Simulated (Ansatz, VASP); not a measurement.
## One calculation of Al2Cu, two programs

```xyz
3
Lattice="0.0000 1.9609 5.7163 1.9574 0.0000 5.7163 1.9574 1.9609 0.0000" Properties=species:S:1:pos:R:3 pbc="T T T"
Al    1.9574    1.9609    7.5186
Al    1.9574    1.9609    3.9139
Cu    0.0000    0.0000    0.0000
```

Alike in both runs: functional PBE; k mesh 6 × 6 × 6; occupations gaussian, width 0.1 eV; no spin polarisation.

Ansatz relaxed the structure, and its values are those at the end. VASP's run is a single point on that final structure, the one shown.

```csv
,VASP,Ansatz
version,VASP 6.6.1,Ansatz 0.2.0
potentials or method,"VASP PAW PBE potentials, release 64 (Al, Cu), cutoff 520 eV","scalar-relativistic, plane waves, PAW"
valence electrons in the cell,17,25
```

|  | VASP | Ansatz | Ansatz less VASP |
| --- | --- | --- | --- |
| gap on the k mesh at the Fermi level (eV) | none | none | - |
| pressure (GPa) | 0.3 | 0.1 | -0.21 |
| rms of the force components (eV/Å) | 0.004 | 0.015 | +0.0101 |

A gap of «none» marks a metal or a gap that the smearing closes. VASP's potentials hold 17 valence electrons a cell and Ansatz's 25, so a difference there can come from the potentials and not from the codes.

The k mesh is coarse, so the values compare programs but aren't converged.
